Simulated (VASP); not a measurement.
TaN: single point with PBE

Crystal: TaN.

```
Ta N
1.0
     0.00000    2.23347    2.28795
     2.23347    0.00000    2.28795
     2.23347    2.23347    0.00000
Ta N
1 1
Direct
  0.50000 0.50000 0.50000
  0.00000 0.00000 0.00000
```

This cell differs from its parent crystal: strain +0.025 along x and y, +0.050 along z.

* Program: VASP 6.6.1
* Task: single point
* Functional: PBE
* Potentials or basis: VASP PAW PBE potentials, release 64 (Ta_pv, N)
* Cutoff: 520 eV
* k mesh: 18 × 18 × 18
* Occupations: gaussian, width 0.15 eV
* Spin: no spin polarisation

```yaml
Pressure: -15.7 GPa
Band_gap_on_the_k_mesh: zero (band 8 reaches 10.37 eV, above the bottom of band 9 at 6.93 eV)
```

Stress tensor (GPa, compression positive):
```
-12.73   0.00   0.00
  0.00 -12.73   0.00
  0.00   0.00 -21.74
```

Levels at points of the mesh, in eV from the Fermi level:
```tsv
k point	band 4	band 5	band 6	band 7	band 8	band 9	band 10	band 11	band 12	band 13
(0.00, 0.00, 0.00)	-18.28	-3.67	-3.60	-3.60	-2.10	-1.83	-1.83	-0.25	0.20	1.09
(0.50, 0.00, 0.00)	-15.66	-9.80	-7.08	-7.08	1.61	1.72	1.84	3.59	6.50	7.09
(0.50, 0.50, 0.00)	-17.09	-6.61	-4.97	-4.39	-4.39	1.89	3.14	3.14	3.78	5.96
(0.50, 0.00, 0.50)	-17.06	-6.40	-5.01	-4.52	-4.47	1.86	3.01	3.31	3.88	6.11
```

Wall time 39 s on 1 thread of Intel(R) Xeon(R) 6975P-C (Granite Rapids), with other jobs on the host, peak memory 0.28 GiB.

Caveat: the cell differs from its parent crystal (strain +0.025 along x and y, +0.050 along z); spin-orbit coupling is left out, which moves the levels of the heavy elements.
